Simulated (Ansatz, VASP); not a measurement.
# One calculation of SnO2, two programs

The input INCAR:

```
PREC = Accurate ; ENCUT = 520
EDIFF = 1E-6 ; ISMEAR = 0
SIGMA = 0.05 ; LREAL = F
LASPH = T ; NELM = 100
ALGO = Normal ; ISIF = 2
LWAVE = F ; LCHARG = F
GGA = PE ; IVDW = 12
NBANDS = 49
```

File KPOINTS:

```
Automatic mesh
0
Gamma
  9 9 2
```

File POSCAR:

```
SnO2
1.0
   -3.2372529198      0.0000000000      0.0000000000
   -1.6186264599     -2.8035432670      0.0000000000
   -2.4279396898     -1.4017716336     12.8754773976
Sn O
3 6
Direct
    0.4166750000      0.4166750000      0.4999833333
    0.9166750000     -0.0833250000      0.1666500000
   -0.0833250000     -0.0833250000      0.8333166667
    0.5448749907      0.5448749907      0.2435833518
    0.5448749908     -0.4551250092      0.9102500185
    0.0448749907      0.0448749907      0.5769166852
    0.2884750092      0.2884750092      0.7563833148
    0.7884750092     -0.2115249908      0.4230499815
    0.2884750093      0.2884750092      0.0897166482
```

Input for Ansatz:

```yaml
crystal:
  lattice:
    - [-3.2372529198, 0.0, 0.0]
    - [-1.6186264599, -2.803543267, 0.0]
    - [-2.4279396898, -1.4017716336, 12.8754773976]
  atoms:
    - { symbol: Sn, position: [0.416675, 0.416675, 0.4999833333] }
    - { symbol: Sn, position: [0.916675, -0.083325, 0.16665] }
    - { symbol: Sn, position: [-0.083325, -0.083325, 0.8333166667] }
    - { symbol: O, position: [0.5448749907, 0.5448749907, 0.2435833518] }
    - { symbol: O, position: [0.5448749908, -0.4551250092, 0.9102500185] }
    - { symbol: O, position: [0.0448749907, 0.0448749907, 0.5769166852] }
    - { symbol: O, position: [0.2884750092, 0.2884750092, 0.7563833148] }
    - { symbol: O, position: [0.7884750092, -0.2115249908, 0.4230499815] }
    - { symbol: O, position: [0.2884750093, 0.2884750092, 0.0897166482] }
basis:
  ecutwfc: 520.0
kpoints:
  mp_grid: { grid: [9, 9, 2] }
hamiltonian:
  xc: pbe
  pseudopotentials: { kind: paw, azcp: { folder: soft_1 } }
  dispersion: d3bj
scf:
  occupations: { method: gaussian, width: 0.05 }
output:
  forces: true
  stress: true
  eigenvalues: true
```

Alike in both runs: task single point; functional PBE; dispersion D3(BJ); k mesh 9 × 9 × 2; occupations gaussian, width 0.05 eV; no spin polarisation.

```csv
,VASP,Ansatz
version,VASP 6.6.1,Ansatz 0.2.0
potentials or method,"VASP PAW PBE potentials, release 64 (Sn_d, O), cutoff 520 eV","scalar-relativistic, plane waves, PAW"
valence electrons in the cell,78,78
```

Ansatz gave:

- gap on the k mesh at the Fermi level (eV): 1.42
- least direct gap on the mesh (eV): 1.44
- pressure (GPa): 0.7
- traceless stress, the component that is largest in VASP (GPa): 2.21
- rms of the force components (eV/Å): 0.165

**Question.** Which values does VASP return?

**Answer.** gap on the k mesh at the Fermi level (eV): 1.40; least direct gap on the mesh (eV): 1.42; pressure (GPa): 1.4; traceless stress, the component that is largest in VASP (GPa): 1.77; rms of the force components (eV/Å): 0.158.

Atom by atom the forces differ by 0.027 eV/Å (rms over components).
